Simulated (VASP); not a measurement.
Input of a VASP 6.6.1 run:

INCAR

```
SYSTEM = Al3GaSb4
ALGO     = Normal         ! electronic algorithm
EDIFF    = 1E-6           ! SCF threshold, eV
ENCUT    = 520            ! plane-wave cutoff, eV
GGA      = PE             ! functional
ISIF     = 2              ! what is computed and relaxed
ISMEAR   = 0              ! smearing method
LASPH    = .True.         ! aspherical terms in the spheres
LCHARG   = .False.        ! write CHGCAR
LREAL    = .False.        ! projectors in reciprocal space
LWAVE    = .False.        ! write WAVECAR
NBANDS   = 31             ! bands
NELM     = 80             ! most SCF steps
PREC     = Accurate       ! precision mode
SIGMA    = 0.02           ! smearing width, eV
```

File KPOINTS:

```
k-points
0
Gamma
  6 6 6
  0 0 0
```

POSCAR

```
Al3GaSb4
1.0
   -3.0477716127      3.0477716127      6.0953344929
    3.0477716127     -3.0477716127      6.0953344929
    3.0477716127      3.0477716127     -6.0953344929
Al Ga Sb
3 1 4
Direct
    0.5000000000      0.5000000000      0.0000000000
    0.2500000000      0.7500000000      0.5000000000
    0.7500000000      0.2500000000      0.5000000000
    0.0000000000      0.0000000000      0.0000000000
    0.6254937410      0.6254937410      0.5008943829
    0.1245993581      0.1245993581      0.4991056171
    0.8754006419      0.3745062590      0.0000000000
    0.3745062590      0.8754006419      0.0000000000
```

Potentials or basis: VASP PAW PBE potentials, release 64 (Al, Ga_d, Sb).

Command:

```sh
$ cat potpaw_PBE.64/Al/POTCAR potpaw_PBE.64/Ga_d/POTCAR potpaw_PBE.64/Sb/POTCAR > POTCAR
$ mpirun -np 1 vasp_std > vasp.out
```

**Question.** What does it give for the largest force?

**Answer.** 0.013 eV/Å.

**Question.** What does it give for the pressure?

**Answer.** 3.6 GPa.

**Question.** What does it give for the band gap on the k mesh?

**Answer.** 0.88 eV, indirect (least direct gap 1.09 eV).

Forces in eV/Å, atoms in the order of the input:
```
Al   0.000  0.000  0.000
Al   0.000  0.000  0.000
Al   0.000  0.000  0.000
Ga   0.000  0.000  0.000
Sb   0.007  0.007  0.008
Sb  -0.007 -0.007  0.008
Sb  -0.007  0.007 -0.008
Sb   0.007 -0.007 -0.008
```

Caveat: spin-orbit coupling is left out, which moves the levels of the heavy elements. A k mesh can miss the band edges.
